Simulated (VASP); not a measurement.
HgTe, 2 atoms in the cell. The structure is cubic, space group F-43m (No. 216). Conventional cell: a = 6.483 Å, b = 6.483 Å, c = 6.483 Å, α = 90.00°, β = 90.00°, γ = 90.00°. Hg (site symmetry -43m) has 4 Te at 2.81 Å within 3.7 Å. Within 3.7 Å of Te (site symmetry -43m) lie 4 Hg at 2.81 Å. 

```yaml
Program: VASP 6.6.1
Task: relaxation of the atoms
Functional: r2SCAN
Potentials_or_basis: VASP PAW PBE potentials, release 64 (Hg, Te)
Cutoff: 520 eV
k_mesh: 9 × 9 × 9
Occupations: fermi-dirac, width 0.1 eV
Spin: no spin polarisation
Dipole_correction: no
Further_INCAR_settings: ALGO = Normal; EDIFF = 1e-06; IBRION = 2; EDIFFG = -0.01; NSW = 50
```

Potentials or basis: VASP PAW PBE potentials, release 64 (Hg, Te).

Command:

```console
$ cat potpaw_PBE.64/Hg/POTCAR potpaw_PBE.64/Te/POTCAR > POTCAR
$ cp INCAR.step1 INCAR
$ mpirun -np 1 vasp_std > vasp.out
$ cp INCAR.step2 INCAR
$ mpirun -np 1 vasp_std > vasp.out
```

Hardware: 1 thread of Oxide Virtual Turin-like Processor (shared host).

Problem. Estimate the wall time of this run.

Solution. Run time: 3.1 min on 1 thread of Oxide Virtual Turin-like Processor, on a shared host, peak memory 0.19 GiB. Counts: k points 35, ion steps 1.
